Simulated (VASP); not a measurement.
Mg2Sn, 3 atoms in the cell. The structure is cubic, space group Fm-3m (No. 225). The conventional cell has a = 6.665 Å, b = 6.665 Å, c = 6.665 Å, α = 90.00°, β = 90.00°, γ = 90.00°. Mg (site symmetry -43m) has 4 Sn at 2.89 Å and 6 Mg at 3.33 Å within 3.8 Å. Within 3.8 Å of Sn (site symmetry m-3m) lie 8 Mg at 2.89 Å. 

- Program: VASP 6.6.1
- Task: relaxation of cell and atoms
- Functional: LDA
- Potentials or basis: VASP PAW LDA potentials, release 64 (Mg, Sn_d)
- Cutoff: 600 eV
- k mesh: 12 × 12 × 12
- Occupations: fermi-dirac, width 0.1 eV
- Spin: no spin polarisation
- Target pressure: 15 GPa
- Dipole correction: no
- Further INCAR settings: ALGO = Normal; EDIFF = 1e-07; IBRION = 2; EDIFFG = -0.002; NSW = 100; ISIF = 3

Potentials or basis: VASP PAW LDA potentials, release 64 (Mg, Sn_d).

Command:

```bash
$ cat potpaw_LDA.64/Mg/POTCAR potpaw_LDA.64/Sn_d/POTCAR > POTCAR
$ mpirun -np 1 vasp_std > vasp.out
```

Hardware: 1 thread of Intel(R) Xeon(R) 6975P-C (Granite Rapids), on a shared host.

Task: Estimate the wall time of this run.

Result: Wall time 3 min on 1 thread of Intel(R) Xeon(R) 6975P-C (Granite Rapids), with other jobs on the host, peak memory 0.26 GiB. Counts: scf iterations 50, k points 72, ion steps 6.
